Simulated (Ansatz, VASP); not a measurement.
**One calculation of Fe, two programs**

```
Fe
1.0
    -1.44300    1.44300    1.44300
     1.44300   -1.44300    1.44300
     1.44300    1.44300   -1.44300
Fe
1
Direct
  0.00000 0.00000 0.00000
```

Alike in both runs: task relaxation of cell and atoms; functional PBE; dispersion D3(BJ); k mesh 13 × 13 × 13; occupations fermi-dirac, width 0.05 eV; collinear spin.

|  | VASP | Ansatz |
| --- | --- | --- |
| version | VASP 6.6.1 | Ansatz 0.2.0 |
| potentials or method | VASP PAW PBE potentials, release 64 (Fe), cutoff 600 eV | all-electron LAPW, scalar-relativistic |

```csv
,VASP,Ansatz,Ansatz less VASP
net moment per atom (μB),2.09,2.08,-0.015
size of the moment on the site where the two differ most (μB),2.09,2.13,+0.045
relaxed volume (Å³/atom),11.00,11.01,+0.013
relaxed length of the cell vector where the two differ most in proportion (Å),2.426,2.427,+0.0010
```

Site moments also hang on the region over which each program counts them. Ansatz ran all-electron here, and VASP with PAW potentials.
